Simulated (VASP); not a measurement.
# As (P6_3/mmc) in VASP: further runs

As is run at these levels: RPBE; tasks: single point.

All numbers are computed with VASP 6.6.1; they aren't measurements. Logs are shortened: lines on timing, memory, paths and dates and some standing lists are left out, and cuts for length are marked.

## 1. The cell of the first run

Symmetry: P6_3/mmc, No. 194, hexagonal system. The conventional cell has a = 2.869 Å, b = 2.869 Å, c = 9.723 Å, α = 90.00°, β = 90.00°, γ = 120.00°. As (site symmetry -3m) has 12 As at 2.87 to 2.94 Å within 3.8 Å. As (site symmetry -6m2) has 12 As at 2.87 to 2.94 Å within 3.8 Å.

## 2. Single point, RPBE (volume scaled by 0.88)

File INCAR:

```
  PREC = Accurate
  ENCUT = 520
  EDIFF = 1E-6
  ISMEAR = -1
  SIGMA = 0.1
  LREAL = F
  LASPH = T
  NELM = 80
  ALGO = Normal
  ISIF = 2
  LWAVE = F
  LCHARG = T
  GGA = RP
  LELF = T
  LVHAR = T
  NBANDS = 18
```

File KPOINTS:

```
Automatic mesh
0
Gamma
  14 14 4
```

File POSCAR:

```
As
1.0
    2.8693074721      0.0000000000      0.0000000000
   -1.4346537360      2.4848931621      0.0000000000
    0.0000000000      0.0000000000      9.7232769398
As
4
Direct
    0.0000000000      1.0000000000      0.0000000000
    0.0000000000      1.0000000000      0.5000000000
    0.3333333333      0.6666666667      0.2500000000
    0.6666666667      0.3333333333      0.7500000000
```

Potentials or basis: VASP PAW PBE potentials, release 64 (As).

Run with:

```
$ cat potpaw_PBE.64/As/POTCAR > POTCAR
$ mpirun -np 1 vasp_std > vasp.out
```

OUTCAR:

```text
PREC = Accurate
   ENCUT = 520
   EDIFF = 1E-6
   ISMEAR = -1
   LREAL = F
   LASPH = T
   NELM = 80
   ISIF = 2
   GGA = RP

 ion  position               nearest neighbor table
   1  0.000  0.000  0.000-
   2  0.000  0.000  0.500-
   3  0.333  0.667  0.250-
   4  0.667  0.333  0.750-

  LATTYP: Found a hexagonal cell.
 ALAT       =     2.8693074721
 C/A-ratio  =     3.3887190670

  Lattice vectors:

 A1 = (   2.8693074721,   0.0000000000,   0.0000000000)
 A2 = (  -1.4346537360,   2.4848931621,   0.0000000000)
 A3 = (   0.0000000000,   0.0000000000,   9.7232769398)

Analysis of symmetry for initial positions (statically):
=====================================================================
 Subroutine PRICEL returns:
 Original cell was already a primitive cell.

 Routine SETGRP: Setting up the symmetry group for a
 hexagonal supercell.

 Subroutine GETGRP returns: Found 24 space group operations
 (whereof 12 operations were pure point group operations)
 out of a pool of 24 trial point group operations.

The static configuration has the point symmetry D_3d.
 The point group associated with its full space group is D_6h.

Analysis of symmetry for dynamics (positions and initial velocities):
=====================================================================
 Subroutine PRICEL returns:
 Original cell was already a primitive cell.

 Routine SETGRP: Setting up the symmetry group for a
 hexagonal supercell.

 Subroutine GETGRP returns: Found 24 space group operations
 (whereof 12 operations were pure point group operations)
 out of a pool of 24 trial point group operations.

The dynamic configuration has the point symmetry D_3d.
 The point group associated with its full space group is D_6h.

 Subroutine INISYM returns: Found 24 space group operations
 (whereof 12 operations are pure point group operations),
 and found     1 'primitive' translations

----------------------------------------------------------------------------------------

                                     Primitive cell

  volume of cell :      69.3262

  direct lattice vectors                    reciprocal lattice vectors
     2.869307472  0.000000000  0.000000000     0.348516152  0.201215894  0.000000000
    -1.434653736  2.484893162  0.000000000     0.000000000  0.402431789  0.000000000
     0.000000000  0.000000000  9.723276940     0.000000000  0.000000000  0.102845986

  length of vectors
     2.869307472  2.869307472  9.723276940     0.402431789  0.402431789  0.102845986

  position of ions in fractional coordinates (direct lattice)
     0.000000000  0.000000000  0.000000000
     0.000000000  0.000000000  0.500000000
     0.333333333  0.666666667  0.250000000
     0.666666667  0.333333333  0.750000000

  ion indices of the primitive-cell ions
   primitive index   ion index
                 1           1
                 2           2
                 3           3
                 4           4

----------------------------------------------------------------------------------------

 KPOINTS: Automatic mesh

Automatic generation of k-mesh.
 Grid dimensions read from file:
 generate k-points for:   14   14    4

 Generating k-lattice:

  Cartesian coordinates                     Fractional coordinates (reciprocal lattice)
     0.024894011  0.014372564  0.000000000     0.071428571  0.000000000  0.000000000
     0.000000000  0.028745128  0.000000000     0.000000000  0.071428571  0.000000000
     0.000000000  0.000000000  0.025711496     0.000000000  0.000000000  0.250000000

  Length of vectors
     0.028745128  0.028745128  0.025711496

  Shift w.r.t. Gamma in fractional coordinates (k-lattice)
     0.000000000  0.000000000  0.000000000

 Subroutine IBZKPT returns following result:
 ===========================================

 Found     72 irreducible k-points:

 Following reciprocal coordinates:
            Coordinates               Weight
  0.000000  0.000000  0.000000      1.000000
  0.071429  0.000000  0.000000      6.000000
  0.142857  0.000000  0.000000      6.000000
  0.214286  0.000000  0.000000      6.000000
  0.285714  0.000000  0.000000      6.000000
  0.357143 -0.000000  0.000000      6.000000
[... 16 lines left out ...]
  0.285714  0.285714  0.000000      6.000000
  0.357143  0.285714  0.000000      6.000000
 [... further k-points ...]
   k-points           NKPTS =     72   k-points in BZ     NKDIM =     72   number of bands    NBANDS=     18
   number of dos      NEDOS =    301   number of ions     NIONS =      4
   total plane-waves  NPLWV =  41472
   dimension x,y,z NGX =    24 NGY =   24 NGZ =   72
   dimension x,y,z NGXF=    48 NGYF=   48 NGZF=  144
   ions per type =               4
   NGX,Y,Z   is equivalent  to a cutoff of  13.91, 13.91, 12.31 a.u.
   NGXF,Y,Z  is equivalent  to a cutoff of  27.81, 27.81, 24.62 a.u.
 SYSTEM =  unknown system
   PREC   = accura    normal or accurate (medium, high low for compatibility)
   ISTART =      0    job   : 0-new  1-cont  2-samecut
   ICHARG =      2    charge: 1-file 2-atom 10-const
   ISPIN  =      1    spin polarized calculation?
   LNONCOLLINEAR =      F non collinear calculations
   LSORBIT =      F    spin-orbit coupling
   LASPH  =      T    aspherical Exc in radial PAW
   ENCUT  =  520.0 eV  38.22 Ry    6.18 a.u.   5.34  5.34 18.08*2*pi/ulx,y,z
   NELM   =     80;   NELMIN=  2; NELMDL= -5     # of ELM steps
   EDIFF  = 0.1E-05   stopping-criterion for ELM
   LREAL  =      F    real-space projection
   EDIFFG = 0.1E-04   stopping-criterion for IOM
   NSW    =      0    number of steps for IOM
   IBRION =     -1    ionic relax: 0-MD 1-quasi-New 2-CG
   NFREE  =      0    steps in history (QN), initial steepest desc. (CG)
   ISIF   =      2    stress and relaxation
   ISYM   =      2    0-nonsym 1-usesym 2-fastsym
   POTIM  = 0.5000    time-step for ionic-motion
   TEBEG  =    0.0;   TEEND  =   0.0 temperature during run
   PSTRESS=    0.0 pullay stress
   NELECT =      20.0000    total number of electrons
   NUPDOWN=      -1.0000    fix difference up-down
   EMIN   =  10.00;   EMAX   =-10.00  energy-range for DOS
   EFERMI =   0.00;   METHOD = LEGACY
   ISMEAR =    -1;   SIGMA  =   0.10  broadening in eV -4-tet -1-fermi 0-gaus
   EFERMI_NEDOS =   21; number of points for ismear=-14 and -15
   IALGO  =     38    algorithm
   IMIX   =      4    mixing-type and parameters
     AMIX     =   0.40;   BMIX     =  1.00
     AMIX_MAG =   1.60;   BMIX_MAG =  1.00
  volume/ion in A,a.u.               =      17.33       116.96
  Fermi-wavevector in a.u.,A,eV,Ry     =   1.081730  2.044174 15.920728  1.170141
  Thomas-Fermi vector in A             =   2.217754
   LORBIT       =      0    0 simple, 1 ext, 2 COOP (PROOUT), +10 PAW based schemes
   GGA     = RP    functional components
   LHFCALC =     F    Hartree Fock is set to
   AEXX    =    0.0000 exact exchange contribution
   IVDW    =     0    specifies the selected vdW correction
   LEPSILON=     F    determine dielectric tensor
   LRPA    =     F    only Hartree local field effects (RPA)
 non-spin polarized calculation
  energy-cutoff  :      520.00
  volume of cell :       69.33
 maximum number of plane-waves:      1902
 NGX is ok and might be reduce to    24
   NGX = 11   NGY = 11   NGZ = 37

 number of electron      20.0000004 magnetization

 Free energy of the ion-electron system (eV)
  ---------------------------------------------------
  ext. energy  EPLUGINS =         0.00000000
  ---------------------------------------------------
  free energy    TOTEN  =       -14.78615452 eV

  energy without entropy =      -14.72684192  energy(sigma->0) =      -14.75649822

 E-fermi :   7.8322     XC(G=0): -11.1711

 val. band max:        7.8243613744   @ k =   0.4286   0.1429   0.5000
 cond. band min:       7.8449806311   @ k =   0.2857   0.1429   0.2500
 fundamental gap:      0.0206192568
 Fermi energy:         7.8322203058

 k-point     1 :       0.0000    0.0000    0.0000
  band No.  band energies     occupation
      1      -8.2744      2.00000
      2      -6.7936      2.00000
      3      -6.7745      2.00000
      4      -3.6622      2.00000
      5       0.1938      2.00000
      6       6.2602      2.00000
[... 10 lines left out ...]
     17      18.5510      0.00000
     18      19.1040      0.00000

 k-point     2 :       0.0714    0.0000    0.0000
  band No.  band energies     occupation
      1      -8.1547      2.00000
      2      -6.6751      2.00000
      3      -6.6561      2.00000
      4      -3.5512      2.00000
      5       0.3152      2.00000
      6       6.3544      2.00000
[... 10 lines left out ...]
     17      18.5001      0.00000
     18      19.1263      0.00000

 k-point     3 :       0.1429    0.0000    0.0000
  band No.  band energies     occupation
      1      -7.7962      2.00000
      2      -6.3206      2.00000
      3      -6.3018      2.00000
      4      -3.2215      2.00000
      5       0.6776      2.00000
      6       6.6102      1.99999
[... 10 lines left out ...]
     17      17.0118      0.00000
     18      17.8262      0.00000

 k-point     4 :       0.2143    0.0000    0.0000
  band No.  band energies     occupation
      1      -7.2018      2.00000
      2      -5.7345      2.00000
      3      -5.7163      2.00000
      4      -2.6859      2.00000
      5       1.2744      2.00000
      6       6.6490      1.99999
[... 10 lines left out ...]
     17      15.6911      0.00000
     18      16.6207      0.00000

 k-point     5 :       0.2857    0.0000    0.0000
  band No.  band energies     occupation
      1      -6.3782      2.00000
      2      -4.9274      2.00000
      3      -4.9111      2.00000
      4      -1.9846      2.00000
      5       2.0846      2.00000
      6       4.5165      2.00000
[... 10 lines left out ...]
     17      14.6755      0.00000
     18      15.7476      0.00000

 k-point     6 :       0.3571   -0.0000    0.0000
  band No.  band energies     occupation
      1      -5.3429      2.00000
      2      -3.9300      2.00000
      3      -3.9214      2.00000
      4      -1.2708      2.00000
      5       2.5758      2.00000
      6       2.8749      2.00000
[... 10 lines left out ...]
     17      13.9715      0.00000
     18      14.9652      0.00000

 k-point     7 :       0.4286    0.0000    0.0000
  band No.  band energies     occupation
      1      -4.1525      2.00000
      2      -2.9025      2.00000
      3      -2.8531      2.00000
      4      -1.1194      2.00000
      5       1.2649      2.00000
      6       1.6907      2.00000
[... 10 lines left out ...]
     17      13.5578      0.00000
     18      14.2270      0.00000

 k-point     8 :       0.5000    0.0000    0.0000
  band No.  band energies     occupation
      1      -3.2361      2.00000
      2      -2.6311      2.00000
      3      -2.2261      2.00000
      4      -1.3691      2.00000
      5       0.5349      2.00000
      6       0.8654      2.00000
[... 10 lines left out ...]
     17      13.4208      0.00000
     18      13.8523      0.00000
[... 229 lines left out ...]
     17      14.5649      0.00000
     18      15.7022      0.00000

 k-point    20 :       0.2143    0.2143    0.0000
  band No.  band energies     occupation
      1      -5.1098      2.00000
      2      -3.7029      2.00000
      3      -3.6919      2.00000
      4      -1.0562      2.00000
      5       3.3099      2.00000
      6       3.9615      2.00000
[... 10 lines left out ...]
     17      14.6935      0.00000
     18      17.7721      0.00000

 k-point    21 :       0.2857    0.2143    0.0000
  band No.  band energies     occupation
      1      -4.0085      2.00000
      2      -2.6962      2.00000
      3      -2.6890      2.00000
      4      -0.6805      2.00000
      5       2.5337      2.00000
      6       3.0354      2.00000
[... 10 lines left out ...]
     17      14.2535      0.00000
     18      16.8043      0.00000

 k-point    22 :       0.3571    0.2143    0.0000
  band No.  band energies     occupation
      1      -2.8486      2.00000
      2      -1.9673      2.00000
      3      -1.7996      2.00000
      4      -0.9749      2.00000
      5       1.5381      2.00000
      6       1.8877      2.00000
[... 10 lines left out ...]
     17      14.6097      0.00000
     18      15.5866      0.00000

 k-point    23 :       0.2857    0.2857    0.0000
  band No.  band energies     occupation
      1      -2.8884      2.00000
      2      -1.8321      2.00000
      3      -1.7785      2.00000
      4      -0.8054      2.00000
      5       2.1799      2.00000
      6       2.5866      2.00000
[... 10 lines left out ...]
     17      14.3630      0.00000
     18      16.1227      0.00000

 k-point    24 :       0.3571    0.2857    0.0000
  band No.  band energies     occupation
      1      -1.9861      2.00000
      2      -1.6198      2.00000
      3      -1.3210      2.00000
      4      -1.1589      2.00000
      5       1.9933      2.00000
      6       2.3191      2.00000
[... 10 lines left out ...]
     17      15.0233      0.00000
     18      15.3267      0.00000

 [... further k-points ...]

------------------------ aborting loop because EDIFF is reached ----------------------------------------

  FORCE on cell =-STRESS in cart. coord.  units (eV):
  Direction    XX          YY          ZZ          XY          YZ          ZX
  --------------------------------------------------------------------------------------
  -------------------------------------------------------------------------------------
  Total        5.4411487      5.4411487      5.5377244      0.0000000      0.0000000      0.0000000
  in kB      125.7487604    125.7487604    127.9806917      0.0000000      0.0000000      0.0000000
  external PRESSURE =     126.4927375 kB  Pullay stress =       0.0000000 kB

 VOLUME and BASIS-vectors are now :
 -----------------------------------------------------------------------------
  energy-cutoff  :      520.00
  volume of cell :       69.33
      direct lattice vectors                 reciprocal lattice vectors
     2.869307472  0.000000000  0.000000000     0.348516152  0.201215894  0.000000000
    -1.434653736  2.484893162  0.000000000     0.000000000  0.402431789  0.000000000
     0.000000000  0.000000000  9.723276940     0.000000000  0.000000000  0.102845986

 POSITION                                       TOTAL-FORCE (eV/Angst)
 -----------------------------------------------------------------------------------
      0.00000      0.00000      0.00000         0.000000     -0.000000      0.000000
      0.00000      0.00000      4.86164         0.000000     -0.000000      0.000000
     -0.00000      1.65660      2.43082        -0.000000      0.000000     -0.000000
      1.43465      0.82830      7.29246        -0.000000     -0.000000     -0.000000
 -----------------------------------------------------------------------------------
    total drift:                               -0.000000      0.000000      0.000000

  FREE ENERGIE OF THE ION-ELECTRON SYSTEM (eV)
  ---------------------------------------------------
  free  energy   TOTEN  =       -14.7861545207 eV

  energy  without entropy=      -14.7268419198  energy(sigma->0) =      -14.75649822
```

Wall time 52 s (1 thread of Intel Xeon Platinum 8259CL at 2.50GHz (Skylake/Cascade Lake), shared host); peak memory 0.23 GiB.

Results:

* Free energy: -14.7862 eV
* Pressure: 12.6 GPa
* Band gap on the k mesh: zero (band 10 reaches 13.55 eV, above the bottom of band 11 at 4.80 eV)

Caveat: the PAW data sets were made with another functional, which shifts forces and pressure a little.

(Part 1 of 3 ends here.)
